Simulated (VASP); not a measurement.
# HfN (P6_3/mmc) in VASP: further runs

HfN is run at these levels: PBEsol; tasks: single point.

Program: VASP 6.6.1. These are calculated values, not measurements. Logs are shortened: lines on timing, memory, paths and dates and some standing lists are left out, and cuts for length are marked.

## 1. The cell of the first run

Symmetry: P6_3/mmc, No. 194, hexagonal system. Conventional cell: a = 3.134 Å, b = 3.134 Å, c = 5.417 Å, α = 90.00°, β = 90.00°, γ = 120.00°. Within 3.0 Å of Hf (site symmetry -6m2) lie 6 N at 2.26 Å. N (site symmetry -3m) has 6 Hf at 2.26 Å and 2 N at 2.71 Å within 3.0 Å.

## 2. Single point, PBEsol

INCAR

```
SYSTEM = HfN
PREC     = Accurate       ! precision mode
ENCUT    = 520            ! plane-wave cutoff, eV
EDIFF    = 1E-7           ! SCF threshold, eV
ISMEAR   = -1             ! smearing method
SIGMA    = 0.05           ! smearing width, eV
LREAL    = .FALSE.        ! projectors in reciprocal space
LASPH    = .TRUE.         ! aspherical terms in the spheres
NELM     = 80             ! most SCF steps
ALGO     = Normal         ! electronic algorithm
ISIF     = 2              ! what is computed and relaxed
LWAVE    = .FALSE.        ! write WAVECAR
LCHARG   = .FALSE.        ! write CHGCAR
GGA      = PS             ! functional
NBANDS   = 23             ! bands
```

KPOINTS

```
regular mesh
0
G
  8 8 4
  0 0 0
```

POSCAR

```
HfN
1.0
    3.1339080219      0.0000000000      0.0000000000
   -1.5669540110      2.7140439601      0.0000000000
    0.0000000000      0.0000000000      5.4167677200
Hf N
2 2
Direct
    0.3333333333      0.6666666667      0.2500000000
    0.6666666667      0.3333333333      0.7500000000
    0.0000000000      0.0000000000      0.5000000000
    0.0000000000      0.0000000000      0.0000000000
```

Potentials or basis: VASP PAW PBE potentials, release 64 (Hf_pv, N).

Started as:

```
> cat potpaw_PBE.64/Hf_pv/POTCAR potpaw_PBE.64/N/POTCAR > POTCAR
> mpirun -np 1 vasp_std > vasp.out
```

OUTCAR:

```text
SYSTEM = HfN
   PREC = Accurate
   ENCUT = 520
   EDIFF = 1E-7
   ISMEAR = -1
   LREAL = .FALSE.
   LASPH = .TRUE.
   NELM = 80
   ISIF = 2
   GGA = PS

 ion  position               nearest neighbor table
   1  0.333  0.667  0.250-   3 2.26   4 2.26   3 2.26   4 2.26   3 2.26   4 2.26   2 3.26   2 3.26
                             2 3.26   2 3.26   2 3.26   2 3.26
   2  0.667  0.333  0.750-   3 2.26   4 2.26   3 2.26   4 2.26   3 2.26   4 2.26   1 3.26   1 3.26
                             1 3.26   1 3.26   1 3.26   1 3.26
   3  0.000  0.000  0.500-   1 2.26   2 2.26   2 2.26   1 2.26   2 2.26   1 2.26
   4  0.000  0.000  0.000-   1 2.26   2 2.26   2 2.26   1 2.26   2 2.26   1 2.26

  LATTYP: Found a hexagonal cell.
 ALAT       =     3.1339080219
 C/A-ratio  =     1.7284386402

  Lattice vectors:

 A1 = (   3.1339080219,   0.0000000000,   0.0000000000)
 A2 = (  -1.5669540110,   2.7140439601,   0.0000000000)
 A3 = (   0.0000000000,   0.0000000000,   5.4167677200)

Analysis of symmetry for initial positions (statically):
=====================================================================
 Subroutine PRICEL returns:
 Original cell was already a primitive cell.

 Routine SETGRP: Setting up the symmetry group for a
 hexagonal supercell.

 Subroutine GETGRP returns: Found 24 space group operations
 (whereof 12 operations were pure point group operations)
 out of a pool of 24 trial point group operations.

The static configuration has the point symmetry D_3d.
 The point group associated with its full space group is D_6h.

Analysis of symmetry for dynamics (positions and initial velocities):
=====================================================================
 Subroutine PRICEL returns:
 Original cell was already a primitive cell.

 Routine SETGRP: Setting up the symmetry group for a
 hexagonal supercell.

 Subroutine GETGRP returns: Found 24 space group operations
 (whereof 12 operations were pure point group operations)
 out of a pool of 24 trial point group operations.

The dynamic configuration has the point symmetry D_3d.
 The point group associated with its full space group is D_6h.

 Subroutine INISYM returns: Found 24 space group operations
 (whereof 12 operations are pure point group operations),
 and found     1 'primitive' translations

----------------------------------------------------------------------------------------

                                     Primitive cell

  volume of cell :      46.0727

  direct lattice vectors                    reciprocal lattice vectors
[... 86 lines left out ...]
   LNONCOLLINEAR =      F non collinear calculations
   LSORBIT =      F    spin-orbit coupling
   LASPH  =      T    aspherical Exc in radial PAW
   ENCUT  =  520.0 eV  38.22 Ry    6.18 a.u.   5.83  5.83 10.07*2*pi/ulx,y,z
   NELM   =     80;   NELMIN=  2; NELMDL= -5     # of ELM steps
   EDIFF  = 0.1E-06   stopping-criterion for ELM
   LREAL  =      F    real-space projection
   EDIFFG = 0.1E-05   stopping-criterion for IOM
   NSW    =      0    number of steps for IOM
   IBRION =     -1    ionic relax: 0-MD 1-quasi-New 2-CG
   NFREE  =      0    steps in history (QN), initial steepest desc. (CG)
   ISIF   =      2    stress and relaxation
   ISYM   =      2    0-nonsym 1-usesym 2-fastsym
   POTIM  = 0.5000    time-step for ionic-motion
   TEBEG  =    0.0;   TEEND  =   0.0 temperature during run
   PSTRESS=    0.0 pullay stress
   NELECT =      30.0000    total number of electrons
   NUPDOWN=      -1.0000    fix difference up-down
   EMIN   =  10.00;   EMAX   =-10.00  energy-range for DOS
   EFERMI =   0.00;   METHOD = LEGACY
   ISMEAR =    -1;   SIGMA  =   0.05  broadening in eV -4-tet -1-fermi 0-gaus
   EFERMI_NEDOS =   21; number of points for ismear=-14 and -15
   IALGO  =     38    algorithm
   IMIX   =      4    mixing-type and parameters
     AMIX     =   0.40;   BMIX     =  1.00
     AMIX_MAG =   1.60;   BMIX_MAG =  1.00
  volume/ion in A,a.u.               =      11.52        77.73
  Fermi-wavevector in a.u.,A,eV,Ry     =   1.418951  2.681429 27.394278  2.013423
  Thomas-Fermi vector in A             =   2.540023
   LORBIT       =      0    0 simple, 1 ext, 2 COOP (PROOUT), +10 PAW based schemes
   GGA     = PS    functional components
   LHFCALC =     F    Hartree Fock is set to
   AEXX    =    0.0000 exact exchange contribution
   IVDW    =     0    specifies the selected vdW correction
   LEPSILON=     F    determine dielectric tensor
   LRPA    =     F    only Hartree local field effects (RPA)
 non-spin polarized calculation
  energy-cutoff  :      520.00
  volume of cell :       46.07
 maximum number of plane-waves:      1275
 NGX is ok and might be reduce to    24
   NGX = 11   NGY = 11   NGZ = 21

 number of electron      30.0000001 magnetization

 Free energy of the ion-electron system (eV)
  ---------------------------------------------------
  ext. energy  EPLUGINS =         0.00000000
  ---------------------------------------------------
  free energy    TOTEN  =       -45.83780921 eV

  energy without entropy =      -45.81919567  energy(sigma->0) =      -45.82850244

 E-fermi :   7.5940     XC(G=0): -12.9041

 val. band max:        7.5636179204   @ k =   0.3750   0.1250   0.5000
 cond. band min:       7.5960676817   @ k =   0.1250   0.0000   0.0000
 fundamental gap:      0.0324497613
 Fermi energy:         7.5940323514

 k-point     1 :       0.0000    0.0000    0.0000
  band No.  band energies     occupation
      1     -23.8842      2.00000
      2     -23.0134      2.00000
      3     -22.9127      2.00000
      4     -22.9127      2.00000
      5     -22.8511      2.00000
      6     -22.8511      2.00000
[... 613 lines left out ...]
     22      13.2395      0.00000
     23      14.9922      0.00000

 [... further k-points ...]
[... 5 lines left out ...]
  --------------------------------------------------------------------------------------
  -------------------------------------------------------------------------------------
  Total       -1.1696536     -1.1696536     -1.2853943      0.0000000      0.0000000     -0.0000000
  in kB      -40.6747147    -40.6747147    -44.6995961      0.0000000      0.0000000     -0.0000000
  external PRESSURE =     -42.0163419 kB  Pullay stress =       0.0000000 kB

 VOLUME and BASIS-vectors are now :
 -----------------------------------------------------------------------------
  energy-cutoff  :      520.00
  volume of cell :       46.07
      direct lattice vectors                 reciprocal lattice vectors
     3.133908022  0.000000000  0.000000000     0.319090411  0.184226935  0.000000000
    -1.566954011  2.714043960  0.000000000     0.000000000  0.368453870  0.000000000
     0.000000000  0.000000000  5.416767720     0.000000000  0.000000000  0.184611940

 POSITION                                       TOTAL-FORCE (eV/Angst)
 -----------------------------------------------------------------------------------
     -0.00000      1.80936      1.35419         0.000000     -0.000000      0.000000
      1.56695      0.90468      4.06258        -0.000000      0.000000      0.000000
      0.00000      0.00000      2.70838        -0.000000      0.000000      0.000000
      0.00000      0.00000      0.00000         0.000000      0.000000      0.000000
 -----------------------------------------------------------------------------------
    total drift:                                0.000000     -0.000000      0.000000

  FREE ENERGIE OF THE ION-ELECTRON SYSTEM (eV)
  ---------------------------------------------------
  free  energy   TOTEN  =       -45.8378092086 eV

  energy  without entropy=      -45.8191956707  energy(sigma->0) =      -45.82850244
```

It used 67 s of CPU time on 1 thread of AMD EPYC 7R13 Processor (Zen 3), with other jobs on the host.

Results:

* Free energy: -45.8378 eV
* Pressure: -4.2 GPa
* Band gap on the k mesh: zero (band 15 reaches 9.62 eV, above the bottom of band 16 at 7.31 eV)

Caveat: the PAW data sets were made with another functional, which shifts forces and pressure a little; spin-orbit coupling is left out, which moves the levels of the heavy elements.

## 3. Single point, PBEsol, non-collinear spin, zero start, spin-orbit coupling

INCAR

```
SYSTEM = HfN
PREC     = Accurate       ! precision mode
ENCUT    = 520            ! plane-wave cutoff, eV
EDIFF    = 1E-6           ! SCF threshold, eV
ISMEAR   = -1             ! smearing method
SIGMA    = 0.05           ! smearing width, eV
LREAL    = .False.        ! projectors in reciprocal space
LASPH    = .True.         ! aspherical terms in the spheres
NELM     = 150            ! most SCF steps
ALGO     = Normal         ! electronic algorithm
ISIF     = 2              ! what is computed and relaxed
LWAVE    = .False.        ! write WAVECAR
LCHARG   = .False.        ! write CHGCAR
LNONCOLLINEAR= .True.         ! non-collinear magnetism
MAGMOM   = 0 0 0 0 0 0 0 0 0 0 0 0 ! initial moments
LORBIT   = 11             ! projections on sites
LSORBIT  = .True.         ! spin-orbit coupling
GGA_COMPAT= .False.      
LORBMOM  = .True.       
LMAXMIX  = 4              ! l up to which the mixer works
GGA      = PS             ! functional
NBANDS   = 44             ! bands
```

KPOINTS

```
Automatic mesh
0
Gamma
  8 8 4
  0 0 0
```

POSCAR is that of step 2.

Potentials or basis: VASP PAW PBE potentials, release 64 (Hf_pv, N).

Started as:

```
> cat potpaw_PBE.64/Hf_pv/POTCAR potpaw_PBE.64/N/POTCAR > POTCAR
> mpirun -np 1 vasp_ncl > vasp.out
```

It used 270 s of CPU time on 1 thread of AMD EPYC 7R13 Processor (Zen 3) (shared host).

It converged, with:

```yaml
Free_energy: -47.1513 eV
Pressure: -4.2 GPa
Net_moment: 0.00 μB per cell
Valence_electrons_inside_the_program's_atomic_spheres: Hf 8.71; N 3.73
```

Stress tensor (GPa, compression positive):
```
-4.15  0.00  0.00
 0.00 -4.15  0.00
 0.00  0.00 -4.27
```

Moments on the atoms (μB; x, y, z):
```
Hf  0.00 0.00 0.00
Hf  0.00 0.00 0.00
N   0.00 0.00 0.00
N   0.00 0.00 0.00
```

Caveat: the PAW data sets were made with another functional, which shifts forces and pressure a little.
